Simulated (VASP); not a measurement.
# CaOs3 (P6_3/mmc) in VASP: single point with PBE

Aim: the single point of CaOs3 with PBE.

Program: VASP 6.6.1. These are calculated values, not measurements. Logs are shortened: lines on timing, memory, paths and dates and some standing lists are left out, and cuts for length are marked.

## 1. The cell of the first run

Symmetry: P6_3/mmc, No. 194, hexagonal system. Conventional cell: a = 5.756 Å, b = 5.756 Å, c = 4.579 Å, α = 90.00°, β = 90.00°, γ = 120.00°. Within 3.8 Å of Ca (site symmetry -6m2) lie 12 Os at 2.87 to 2.88 Å. Os (site symmetry mm2) has 8 Os at 2.76 to 2.99 Å and 4 Ca at 2.87 to 2.88 Å within 3.6 Å.

## 2. Single point, PBE

The input, INCAR:

```
PREC = Accurate
ENCUT = 520
EDIFF = 1E-7
ISMEAR = 0
SIGMA = 0.1
LREAL = F
LASPH = T
NELM = 60
ALGO = Fast
ISIF = 2
LWAVE = F
LCHARG = T
GGA = PE
LELF = T
LVHAR = T
NBANDS = 44
```

The input, KPOINTS:

```
Automatic mesh
0
Gamma
  6 6 8
```

The input, POSCAR:

```
CaOs3
1.0
    5.7561538034      0.0000000000      0.0000000000
   -2.8780769017      4.9849754218      0.0000000000
    0.0000000000      0.0000000000      4.5794202450
Ca Os
2 6
Direct
    0.3333333333      0.6666666667      0.2500000000
    0.6666666667      0.3333333333      0.7500000000
    0.8401042125      0.6802084250      0.2500000000
    0.1598957875      0.8401042125      0.7500000000
    0.3197915750      0.1598957875      0.2500000000
    0.1598957875      0.3197915750      0.7500000000
    0.8401042125      0.1598957875      0.2500000000
    0.6802084250      0.8401042125      0.7500000000
```

Potentials or basis: VASP PAW PBE potentials, release 64 (Ca_sv, Os).

Command:

```bash
$ cat potpaw_PBE.64/Ca_sv/POTCAR potpaw_PBE.64/Os/POTCAR > POTCAR
$ mpirun -np 1 vasp_std > vasp.out
```

OUTCAR:

```text
PREC = Accurate
   ENCUT = 520
   EDIFF = 1E-7
   ISMEAR = 0
   LREAL = F
   LASPH = T
   NELM = 60
   ISIF = 2
   GGA = PE

 ion  position               nearest neighbor table
   1  0.333  0.667  0.250-   4 2.87   4 2.87   6 2.87   6 2.87   8 2.87   8 2.87   5 2.88   3 2.88
                             7 2.88   7 2.88   5 2.88   3 2.88
   2  0.667  0.333  0.750-   7 2.87   7 2.87   3 2.87   3 2.87   5 2.87   5 2.87   8 2.88   6 2.88
                             4 2.88   4 2.88   8 2.88   6 2.88
   3  0.840  0.680  0.250-   5 2.76   7 2.76   4 2.79   8 2.79   4 2.79   8 2.79   2 2.87   2 2.87
                             1 2.88   1 2.88   7 2.99   5 2.99
   4  0.160  0.840  0.750-   6 2.76   8 2.76   5 2.79   5 2.79   3 2.79   3 2.79   1 2.87   1 2.87
                             2 2.88   2 2.88   6 2.99   8 2.99
   5  0.320  0.160  0.250-   3 2.76   7 2.76   4 2.79   4 2.79   6 2.79   6 2.79   2 2.87   2 2.87
                             1 2.88   1 2.88   3 2.99   7 2.99
   6  0.160  0.320  0.750-   4 2.76   8 2.76   7 2.79   5 2.79   5 2.79   7 2.79   1 2.87   1 2.87
                             2 2.88   2 2.88   4 2.99   8 2.99
   7  0.840  0.160  0.250-   3 2.76   5 2.76   8 2.79   8 2.79   6 2.79   6 2.79   2 2.87   2 2.87
                             1 2.88   1 2.88   3 2.99   5 2.99
   8  0.680  0.840  0.750-   6 2.76   4 2.76   7 2.79   7 2.79   3 2.79   3 2.79   1 2.87   1 2.87
                             2 2.88   2 2.88   6 2.99   4 2.99

  LATTYP: Found a hexagonal cell.
 ALAT       =     5.7561538034
 C/A-ratio  =     0.7955694725

  Lattice vectors:

 A1 = (   5.7561538034,   0.0000000000,   0.0000000000)
 A2 = (  -2.8780769017,   4.9849754218,   0.0000000000)
 A3 = (   0.0000000000,   0.0000000000,   4.5794202450)

Analysis of symmetry for initial positions (statically):
=====================================================================
 Subroutine PRICEL returns:
 Original cell was already a primitive cell.

 Routine SETGRP: Setting up the symmetry group for a
 hexagonal supercell.

 Subroutine GETGRP returns: Found 24 space group operations
 (whereof 12 operations were pure point group operations)
 out of a pool of 24 trial point group operations.

The static configuration has the point symmetry D_3d.
 The point group associated with its full space group is D_6h.

Analysis of symmetry for dynamics (positions and initial velocities):
=====================================================================
 Subroutine PRICEL returns:
 Original cell was already a primitive cell.

 Routine SETGRP: Setting up the symmetry group for a
 hexagonal supercell.

 Subroutine GETGRP returns: Found 24 space group operations
 (whereof 12 operations were pure point group operations)
 out of a pool of 24 trial point group operations.

The dynamic configuration has the point symmetry D_3d.
 The point group associated with its full space group is D_6h.

 Subroutine INISYM returns: Found 24 space group operations
 (whereof 12 operations are pure point group operations),
 and found     1 'primitive' translations

----------------------------------------------------------------------------------------

                                     Primitive cell

  volume of cell :     131.4032

  direct lattice vectors                    reciprocal lattice vectors
     5.756153803  0.000000000  0.000000000     0.173727116  0.100301397  0.000000000
    -2.878076902  4.984975422  0.000000000     0.000000000  0.200602794  0.000000000
     0.000000000  0.000000000  4.579420245     0.000000000  0.000000000  0.218368253

  length of vectors
     5.756153803  5.756153803  4.579420245     0.200602794  0.200602794  0.218368253

  position of ions in fractional coordinates (direct lattice)
     0.333333333  0.666666667  0.250000000
     0.666666667  0.333333333  0.750000000
     0.840104213  0.680208425  0.250000000
     0.159895787  0.840104213  0.750000000
     0.319791575  0.159895787  0.250000000
     0.159895787  0.319791575  0.750000000
     0.840104213  0.159895787  0.250000000
     0.680208425  0.840104213  0.750000000

  ion indices of the primitive-cell ions
   primitive index   ion index
                 1           1
                 2           2
                 3           3
                 4           4
                 5           5
                 6           6
                 7           7
                 8           8

----------------------------------------------------------------------------------------

 KPOINTS: Automatic mesh

Automatic generation of k-mesh.
 Grid dimensions read from file:
 generate k-points for:    6    6    8

 Generating k-lattice:

  Cartesian coordinates                     Fractional coordinates (reciprocal lattice)
     0.028954519  0.016716900  0.000000000     0.166666667 -0.000000000  0.000000000
     0.000000000  0.033433799  0.000000000     0.000000000  0.166666667  0.000000000
     0.000000000  0.000000000  0.027296032     0.000000000  0.000000000  0.125000000

  Length of vectors
     0.033433799  0.033433799  0.027296032

  Shift w.r.t. Gamma in fractional coordinates (k-lattice)
     0.000000000  0.000000000  0.000000000

 Subroutine IBZKPT returns following result:
 ===========================================

 Found     35 irreducible k-points:

 Following reciprocal coordinates:
            Coordinates               Weight
  0.000000  0.000000  0.000000      1.000000
  0.166667  0.000000  0.000000      6.000000
  0.333333  0.000000  0.000000      6.000000
  0.500000  0.000000  0.000000      3.000000
  0.166667  0.166667  0.000000      6.000000
  0.333333  0.166667  0.000000     12.000000
[... 16 lines left out ...]
  0.166667  0.000000  0.375000     12.000000
  0.333333  0.000000  0.375000     12.000000
 [... further k-points ...]
   k-points           NKPTS =     35   k-points in BZ     NKDIM =     35   number of bands    NBANDS=     44
   number of dos      NEDOS =    301   number of ions     NIONS =      8
   total plane-waves  NPLWV =  82944
   dimension x,y,z NGX =    48 NGY =   48 NGZ =   36
   dimension x,y,z NGXF=    96 NGYF=   96 NGZF=   72
   ions per type =               2   6
   NGX,Y,Z   is equivalent  to a cutoff of  13.86, 13.86, 13.07 a.u.
   NGXF,Y,Z  is equivalent  to a cutoff of  27.73, 27.73, 26.14 a.u.
 SYSTEM =  unknown system
   PREC   = accura    normal or accurate (medium, high low for compatibility)
   ISTART =      0    job   : 0-new  1-cont  2-samecut
   ICHARG =      2    charge: 1-file 2-atom 10-const
   ISPIN  =      1    spin polarized calculation?
   LNONCOLLINEAR =      F non collinear calculations
   LSORBIT =      F    spin-orbit coupling
   LASPH  =      T    aspherical Exc in radial PAW
   ENCUT  =  520.0 eV  38.22 Ry    6.18 a.u.  10.70 10.70  8.51*2*pi/ulx,y,z
   NELM   =     60;   NELMIN=  2; NELMDL= -5     # of ELM steps
   EDIFF  = 0.1E-06   stopping-criterion for ELM
   LREAL  =      F    real-space projection
   EDIFFG = 0.1E-05   stopping-criterion for IOM
   NSW    =      0    number of steps for IOM
   IBRION =     -1    ionic relax: 0-MD 1-quasi-New 2-CG
   NFREE  =      0    steps in history (QN), initial steepest desc. (CG)
   ISIF   =      2    stress and relaxation
   ISYM   =      2    0-nonsym 1-usesym 2-fastsym
   POTIM  = 0.5000    time-step for ionic-motion
   TEBEG  =    0.0;   TEEND  =   0.0 temperature during run
   PSTRESS=    0.0 pullay stress
   NELECT =      68.0000    total number of electrons
   NUPDOWN=      -1.0000    fix difference up-down
   EMIN   =  10.00;   EMAX   =-10.00  energy-range for DOS
   EFERMI =   0.00;   METHOD = LEGACY
   ISMEAR =     0;   SIGMA  =   0.10  broadening in eV -4-tet -1-fermi 0-gaus
   EFERMI_NEDOS =   21; number of points for ismear=-14 and -15
   IALGO  =     68    algorithm
   IMIX   =      4    mixing-type and parameters
     AMIX     =   0.40;   BMIX     =  1.00
     AMIX_MAG =   1.60;   BMIX_MAG =  1.00
  volume/ion in A,a.u.               =      16.43       110.84
  Fermi-wavevector in a.u.,A,eV,Ry     =   1.314344  2.483751 23.504079  1.727501
  Thomas-Fermi vector in A             =   2.444604
   LORBIT       =      0    0 simple, 1 ext, 2 COOP (PROOUT), +10 PAW based schemes
   GGA     = PE    functional components
   LHFCALC =     F    Hartree Fock is set to
   AEXX    =    0.0000 exact exchange contribution
   IVDW    =     0    specifies the selected vdW correction
   LEPSILON=     F    determine dielectric tensor
   LRPA    =     F    only Hartree local field effects (RPA)
 non-spin polarized calculation
 RMM-DIIS sequential band-by-band and
 Gauss-broadening in eV      SIGMA  =   0.10
  energy-cutoff  :      520.00
  volume of cell :      131.40
 maximum number of plane-waves:      3581
 NGX is ok and might be reduce to    48
   NGX = 21   NGY = 21   NGZ = 17

 number of electron      67.9999998 magnetization

 Free energy of the ion-electron system (eV)
  ---------------------------------------------------
  ext. energy  EPLUGINS =         0.00000000
  ---------------------------------------------------
  free energy    TOTEN  =       -64.50561732 eV

  energy without entropy =      -64.45461497  energy(sigma->0) =      -64.48011614

 E-fermi :   6.6420     XC(G=0): -12.6528

 val. band max:        6.6404035963   @ k =   0.1667   0.0000   0.3750
 cond. band min:       6.6487872510   @ k =   0.5000   0.0000   0.0000
 fundamental gap:      0.0083836547
 Fermi energy:         6.6420289213

 k-point     1 :       0.0000    0.0000    0.0000
  band No.  band energies     occupation
      1     -31.7460      2.00000
      2     -31.7325      2.00000
      3     -13.0467      2.00000
      4     -13.0437      2.00000
      5     -13.0437      2.00000
      6     -12.9801      2.00000
[... 36 lines left out ...]
     43      10.5262      0.00000
     44      10.6129      0.00000
[... 1040 lines left out ...]
      4     -13.0726      2.00000
      5     -13.0327      2.00000
      6     -13.0092      2.00000
[... 36 lines left out ...]
     43       9.6495      0.00000
     44      10.4005      0.00000

 [... further k-points ...]

------------------------ aborting loop because EDIFF is reached ----------------------------------------

  FORCE on cell =-STRESS in cart. coord.  units (eV):
  Direction    XX          YY          ZZ          XY          YZ          ZX
  --------------------------------------------------------------------------------------
  -------------------------------------------------------------------------------------
  Total        0.1450196      0.1450196      0.1622730      0.0000000     -0.0000000      0.0000000
  in kB        1.7681999      1.7681999      1.9785678      0.0000000     -0.0000000      0.0000000
  external PRESSURE =       1.8383225 kB  Pullay stress =       0.0000000 kB

 VOLUME and BASIS-vectors are now :
 -----------------------------------------------------------------------------
  energy-cutoff  :      520.00
  volume of cell :      131.40
      direct lattice vectors                 reciprocal lattice vectors
     5.756153803  0.000000000  0.000000000     0.173727116  0.100301397  0.000000000
    -2.878076902  4.984975422  0.000000000     0.000000000  0.200602794  0.000000000
     0.000000000  0.000000000  4.579420245     0.000000000  0.000000000  0.218368253

 POSITION                                       TOTAL-FORCE (eV/Angst)
 -----------------------------------------------------------------------------------
     -0.00000      3.32332      1.14486         0.000000     -0.000000     -0.000000
      2.87808      1.66166      3.43457         0.000000     -0.000000     -0.000000
      2.87808      3.39082      1.14486         0.000000      0.008785      0.000000
     -1.49750      4.18790      3.43457        -0.007608      0.004393      0.000000
      1.38058      0.79708      1.14486        -0.007608     -0.004393      0.000000
      0.00000      1.59415      3.43457         0.000000     -0.008785      0.000000
      4.37558      0.79708      1.14486         0.007608     -0.004393     -0.000000
      1.49750      4.18790      3.43457         0.007608      0.004393     -0.000000
 -----------------------------------------------------------------------------------
    total drift:                               -0.000000      0.000000      0.000000

  FREE ENERGIE OF THE ION-ELECTRON SYSTEM (eV)
  ---------------------------------------------------
  free  energy   TOTEN  =       -64.5056173151 eV

  energy  without entropy=      -64.4546149684  energy(sigma->0) =      -64.48011614
```

Run time: 14 min. Hardware: 1 thread of Oxide Virtual Turin-like, shared host; peak memory 0.33 GiB.

What came out:

```yaml
Free_energy: -64.5056 eV
Pressure: 0.2 GPa
Largest_force: 0.009 eV/Å
Band_gap_on_the_k_mesh: zero (bands 34 and 35 overlap by 0.86 eV)
```

Forces in eV/Å, atoms in the order of the input:
```
Ca   0.000  0.000  0.000
Ca   0.000  0.000  0.000
Os   0.000  0.009  0.000
Os  -0.008  0.004  0.000
Os  -0.008 -0.004  0.000
Os   0.000 -0.009  0.000
Os   0.008 -0.004  0.000
Os   0.008  0.004  0.000
```

Levels at points of the mesh, in eV from the Fermi level:
| k point | band 30 | band 31 | band 32 | band 33 | band 34 | band 35 | band 36 | band 37 | band 38 | band 39 |
| --- | --- | --- | --- | --- | --- | --- | --- | --- | --- | --- |
| (0.00, 0.00, 0.00) | -0.33 | -0.27 | -0.27 | -0.13 | -0.13 | 0.19 | 0.19 | 0.54 | 1.48 | 1.52 |
| (0.50, 0.00, 0.00) | -0.62 | -0.61 | -0.57 | -0.57 | -0.34 | -0.34 | 0.01 | 0.10 | 0.22 | 0.38 |
| (0.00, 0.00, 0.50) | -0.55 | 0.41 | 0.41 | 0.41 | 0.41 | 1.02 | 1.02 | 1.02 | 1.02 | 2.11 |
| (0.50, 0.00, 0.50) | -0.85 | -0.71 | -0.71 | -0.56 | -0.56 | -0.24 | -0.24 | 0.55 | 0.55 | 0.99 |

Caveat: spin-orbit coupling is left out, which moves the levels of the heavy elements.
